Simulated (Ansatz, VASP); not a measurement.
## Al2Cu: VASP beside Ansatz

```
Al Cu
1.0
    -2.96655    2.96655    2.53450
     2.96655   -2.96655    2.53450
     2.96655    2.96655   -2.53450
Al Cu
4 2
Direct
  0.15932 0.65932 0.81864
  0.65932 0.84068 0.50000
  0.84068 0.34068 0.18136
  0.34068 0.15932 0.50000
  0.75000 0.75000 0.00000
  0.25000 0.25000 0.00000
```

Alike in both runs: task single point; functional PBEsol; k mesh 10 × 10 × 10; occupations gaussian, width 0.15 eV; no spin polarisation.

|  | VASP | Ansatz |
| --- | --- | --- |
| version | VASP 6.6.1 | Ansatz 0.2.0 |
| potentials or method | VASP PAW PBE potentials, release 64 (Al, Cu), cutoff 520 eV | scalar-relativistic, plane waves, PAW |
| valence electrons in the cell | 34 | 50 |

|  | VASP | Ansatz | Ansatz less VASP |
| --- | --- | --- | --- |
| gap on the k mesh at the Fermi level (eV) | none | none | - |
| pressure (GPa) | -2.5 | -2.6 | -0.10 |
| traceless stress, the component that is largest in VASP (GPa) | -4.46 | -4.52 | -0.058 |
| rms of the force components (eV/Å) | 0.087 | 0.088 | +0.0009 |

VASP's potentials were made for PBE, not for PBEsol, and Ansatz warns of the same on its side. Atom by atom the forces differ by 0.001 eV/Å (rms over components). A gap of «none» marks a metal or a gap that the smearing closes. The functional is the same, so the differences come from potentials, cutoffs and numerics. VASP's potentials hold 34 valence electrons a cell and Ansatz's 50, so a difference there can come from the potentials and not from the codes.
